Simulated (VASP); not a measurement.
Write the native input for VASP 6.6.1 that does the following.

* Task: single point
* Functional: PBE
* Potentials or basis: VASP PAW PBE potentials, release 64 (Ir)
* Cutoff: 520 eV
* k mesh: 22 × 22 × 22
* Occupations: gaussian, width 0.15 eV
* Spin: no spin polarisation
* Dipole correction: no
* Further INCAR settings: ALGO = Fast; EDIFF = 1e-07; NBANDS = 10

The structure of Ir lies in POSCAR:

```
Ir
1.0
    0.0000000000      1.9454419070      1.9454419070
    1.9454419070      0.0000000000      1.9454419070
    1.9454419070      1.9454419070      0.0000000000
Ir
1
Direct
    0.0000000000      0.0000000000      0.0000000000
```

This cell differs from its parent crystal: volume 14.726 Å^3 an atom, c/a of the conventional cell 1.0000.

These files were run (other wordings do the same):

INCAR

```
SYSTEM = Ir
PREC = Accurate
ENCUT = 520
EDIFF = 1E-7
ISMEAR = 0
SIGMA = 0.15
LREAL = .False.
LASPH = .True.
NELM = 100
ALGO = Fast
ISIF = 2
LWAVE = .False.
LCHARG = .False.
GGA = PE
NBANDS = 10
```

KPOINTS

```
regular mesh
0
Gamma
  22 22 22
  0 0 0
```

Potentials or basis: VASP PAW PBE potentials, release 64 (Ir).

Launch:

```sh
$ cat potpaw_PBE.64/Ir/POTCAR > POTCAR
$ mpirun -np 1 vasp_std > vasp.out
```

It gave:

The pressure is -4.7 GPa.

It took 22 s on 1 thread of Intel(R) Xeon(R) 6975P-C (Granite Rapids) (shared host), peak memory 0.16 GiB.
